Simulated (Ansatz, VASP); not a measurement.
**C in VASP and in Ansatz**

```xyz
4
Lattice="2.3419 -1.5478 0.0000 2.3419 1.5478 0.0000 0.0000 0.0000 6.3141" Properties=species:S:1:pos:R:3 pbc="T T T"
C     2.3419   -1.0835    0.7387
C     2.3419   -0.4644    3.8958
C     2.3419    1.0835    5.5753
C     2.3419    0.4644    2.4183
```

Alike in both runs: task single point; functional PBE; k mesh 8 × 8 × 4; occupations gaussian, width 0.1 eV; no spin polarisation.

|  | VASP | Ansatz |
| --- | --- | --- |
| version | VASP 6.6.1 | Ansatz 0.2.0 |
| potentials or method | VASP PAW PBE potentials, release 64 (C), cutoff 520 eV | scalar-relativistic, plane waves, PAW |
| valence electrons in the cell | 16 | 16 |

|  | VASP | Ansatz | Ansatz less VASP |
| --- | --- | --- | --- |
| gap on the k mesh at the Fermi level (eV) | none | none | - |
| rms of the force components (eV/Å) | 1.625 | 1.632 | +0.0071 |

Atom by atom the forces differ by 0.007 eV/Å (rms over components). A gap of «none» marks a metal or a gap that the smearing closes. With one functional, cell and mesh, what is left measures potentials, basis and numerics.
